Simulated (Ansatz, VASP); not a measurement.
**PbF2 in VASP and in Ansatz**

```
CELL_PARAMETERS angstrom
0.00000 2.96366 2.96366
2.96366 0.00000 2.96366
2.96366 2.96366 0.00000
ATOMIC_POSITIONS crystal
Pb 0.00000 0.00000 0.00000
F 0.75000 0.75000 0.75000
F 0.25000 0.25000 0.25000
```

Alike in both runs: task relaxation of cell and atoms; functional r2SCAN; dispersion rVV10; k mesh 8 × 8 × 8; occupations fermi-dirac, width 0.05 eV; no spin polarisation.

```csv
,VASP,Ansatz
version,VASP 6.6.1,Ansatz 0.2.0
potentials or method,"VASP PAW PBE potentials, release 64 (Pb_d, F)",Ansatz PAW
plane-wave cutoff (eV),660,500
valence electrons in the cell,28,28
```

|  | VASP | Ansatz | Ansatz less VASP |
| --- | --- | --- | --- |
| gap on the k mesh at the Fermi level, each at its own relaxed structure (eV) | 4.88 | 4.88 | -0.003 |
| relaxed volume (Å³/atom) | 17.04 | 17.05 | +0.011 |
| relaxed length of the cell vector where the two differ most in proportion (Å) | 4.166 | 4.167 | +0.0009 |

VASP's potentials were made for PBE, not for r2SCAN.

Neither program's run includes spin-orbit coupling. Noted on Ansatz's run: the plane-wave basis is chosen anew once the cell has moved, so the energies of steps on either side of that aren't comparable.
